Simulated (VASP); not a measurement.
Re:

```
Re
1.0
     2.76080    0.00000    0.00000
    -1.38040    2.39092    0.00000
     0.00000    0.00000    4.45820
Re
2
Direct
  0.33333 0.66667 0.25000
  0.66667 0.33333 0.75000
```

| Item | Value |
| --- | --- |
| Program | VASP 6.6.1 |
| Task | relaxation of cell and atoms |
| Functional | PBEsol |
| Potentials or basis | VASP PAW PBE potentials, release 64 (Re) |
| Cutoff | 600 eV |
| k mesh | 18 × 18 × 10 |
| Occupations | gaussian, width 0.1 eV |
| Spin | no spin polarisation |

At the start: pressure -4.2 GPa; volume 14.71 Å³/atom.

**Question.** Where does the relaxation end?

**Answer.** Over 4 steps the energy falls by 2.0 meV/atom and the volume is 14.56 Å³/atom (-1.1 %); space group P6_3/mmc (No. 194, to 0.05 Å).

Step by step:
| step | energy change (eV) | largest force (eV/Å) | pressure (GPa) | volume (Å³) |
| --- | --- | --- | --- | --- |
| 1 | 0.0000 | 0.0000 | -4.16 | 29.43 |
| 2 | 0.0731 | 0.0000 | 20.04 | 27.83 |
| 3 | -0.0041 | 0.0000 | -0.11 | 29.12 |
| 4 | -0.0041 | 0.0000 | -0.02 | 29.12 |

Final structure:
```yaml
crystal:
  lattice:
    - [2.75098, 0.00000, 0.00000]
    - [-1.37549, 2.38242, 0.00000]
    - [0.00000, 0.00000, 4.44255]
  atoms:
    - { symbol: Re, position: [0.33333, 0.66667, 0.25000] }
    - { symbol: Re, position: [0.66667, 0.33333, 0.75000] }
```

Caveat: the PAW data sets were made with another functional, which shifts forces and pressure a little.
